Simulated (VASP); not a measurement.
Here is a VASP 6.6.1 calculation.

Contents of POSCAR:

```
BeTe
1.0
    0.0000000000      2.8286236224      2.8286236224
    2.8936819657      0.0000000000      2.8286236224
    2.8936819657      2.8286236224      0.0000000000
Be Te
1 1
Direct
    0.0000000000      0.0000000000      0.0000000000
    0.2500000000      0.2500000000      0.2500000000
```

The input INCAR.step1:

```
SYSTEM = BeTe
ALGO     = Normal         ! electronic algorithm
EDIFF    = 1E-5           ! SCF threshold, eV
ENCUT    = 520            ! plane-wave cutoff, eV
GGA      = PE             ! functional
ISIF     = 2              ! what is computed and relaxed
ISMEAR   = 0              ! smearing method
LASPH    = .TRUE.         ! aspherical terms in the spheres
LCHARG   = .FALSE.        ! write CHGCAR
LREAL    = .FALSE.        ! projectors in reciprocal space
LWAVE    = .TRUE.         ! write WAVECAR
NBANDS   = 11             ! bands
NELM     = 60             ! most SCF steps
PREC     = Accurate       ! precision mode
SIGMA    = 0.01           ! smearing width, eV
```

File INCAR.step2:

```
SYSTEM = BeTe
ALGO     = Normal         ! electronic algorithm
EDIFF    = 1E-6           ! SCF threshold, eV
ENCUT    = 520            ! plane-wave cutoff, eV
GGA      = PE             ! functional
HFSCREEN = 0.2079         ! screening, 1/A
ISIF     = 2              ! what is computed and relaxed
ISMEAR   = 0              ! smearing method
ISTART   = 1            
LASPH    = .TRUE.         ! aspherical terms in the spheres
LCHARG   = .FALSE.        ! write CHGCAR
LHFCALC  = .TRUE.         ! exact exchange
LREAL    = .FALSE.        ! projectors in reciprocal space
LWAVE    = .FALSE.        ! write WAVECAR
NBANDS   = 11             ! bands
NELM     = 60             ! most SCF steps
PREC     = Accurate       ! precision mode
PRECFOCK = Normal       
SIGMA    = 0.01           ! smearing width, eV
```

File KPOINTS:

```
k-points
0
G
  6 6 6
  0 0 0
```

Potentials or basis: VASP PAW PBE potentials, release 64 (Be, Te).

Command:

```console
$ cat potpaw_PBE.64/Be/POTCAR potpaw_PBE.64/Te/POTCAR > POTCAR
$ cp INCAR.step1 INCAR
$ mpirun -np 1 vasp_std > vasp.out
$ cp INCAR.step2 INCAR
$ mpirun -np 1 vasp_std > vasp.out
```

Q: Predict the pressure.

A: -2.2 GPa.

Q: Estimate the band gap on the k mesh.

A: 2.64 eV (least direct gap 4.28 eV).

Stress tensor (GPa, compression positive):
```
-3.20  0.00  0.00
 0.00 -1.70  0.00
 0.00  0.00 -1.70
```

Caveat: the cell differs from its parent crystal (uniaxial x strain +2.3%); the PAW data sets were made with another functional, which shifts forces and pressure a little; spin-orbit coupling is left out, which moves the levels of the heavy elements. A k mesh can miss the band edges.
